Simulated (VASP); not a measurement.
Input of a VASP 6.6.1 run:

The input INCAR:

```
SYSTEM = GaP
PREC = Accurate
ENCUT = 520
EDIFF = 1E-6
ISMEAR = 0
SIGMA = 0.01
LREAL = .FALSE.
LASPH = .TRUE.
NELM = 100
ALGO = Normal
ISIF = 2
LWAVE = .FALSE.
LCHARG = .FALSE.
NBANDS = 16
```

Contents of KPOINTS:

```
Automatic mesh
0
G
  8 8 8
  0 0 0
```

POSCAR

```
GaP
1.0
    0.0000000000      2.6775579547      2.6775579547
    2.6775579547      0.0000000000      2.6775579547
    2.6775579547      2.6775579547      0.0000000000
Ga P
1 1
Direct
    0.0000000000      0.0000000000      0.0000000000
    0.7500000000      0.7500000000      0.7500000000
```

Potentials or basis: VASP PAW LDA potentials, release 64 (Ga_d, P).

Command:

```console
$ cat potpaw_LDA.64/Ga_d/POTCAR potpaw_LDA.64/P/POTCAR > POTCAR
$ mpirun -np 1 vasp_std > vasp.out
```

(1) Predict the pressure.

(2) Predict the band gap on the k mesh.

## Answers

(1) 2.0 GPa.

(2) 1.39 eV, indirect (least direct gap 2.08 eV).
